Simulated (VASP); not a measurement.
Pt: single point with PBEsol

Pt:

```
CELL_PARAMETERS angstrom
2.53981 0.00000 0.00000
-1.26991 2.19954 0.00000
0.00000 0.00000 4.60045
ATOMIC_POSITIONS crystal
Pt 0.66667 0.33333 0.75000
Pt 0.33333 0.66667 0.25000
```

This cell differs from its parent crystal: strain -0.080 along x and y, -0.040 along z.

```yaml
Program: VASP 6.6.1
Task: single point
Functional: PBEsol
Potentials_or_basis: VASP PAW PBE potentials, release 64 (Pt)
Cutoff: 520 eV
k_mesh: 18 × 18 × 10
Occupations: gaussian, width 0.15 eV
Spin: no spin polarisation
Dipole_correction: no
Further_INCAR_settings: ALGO = Fast; EDIFF = 1e-06; NBANDS = 17
```

```
Pressure               : 74.8 GPa
Band gap on the k mesh : zero (band 10 reaches 15.42 eV, above the bottom of band 11 at 13.45 eV)
```

Stress tensor (GPa, compression positive):
```
87.11  0.00  0.00
 0.00 87.11  0.00
 0.00  0.00 50.24
```

Levels at points of the mesh, in eV from the Fermi level:
```csv
k point,band 6,band 7,band 8,band 9,band 10,band 11,band 12,band 13,band 14,band 15
"(0.00, 0.00, 0.00)",-4.35,-4.35,-2.11,-2.11,-2.09,-0.21,-0.21,5.55,14.75,14.76
"(0.50, 0.00, 0.00)",-4.00,-3.51,-0.07,0.79,1.02,2.82,4.61,8.60,9.43,11.49
"(0.00, 0.00, 0.50)",-4.73,-4.73,-4.73,-0.95,-0.95,-0.95,-0.95,12.33,12.33,15.49
"(0.50, 0.00, 0.50)",-2.36,-1.41,-1.41,0.92,0.92,1.67,1.67,8.42,8.42,14.45
```

It took 66 s on 1 thread of Intel(R) Xeon(R) Platinum 8375C CPU @ 2.90GHz (Ice Lake) (shared host), peak memory 0.2 GiB.

Caveat: the cell differs from its parent crystal (strain -0.080 along x and y, -0.040 along z); the PAW data sets were made with another functional, which shifts forces and pressure a little; spin-orbit coupling is left out, which moves the levels of the heavy elements.
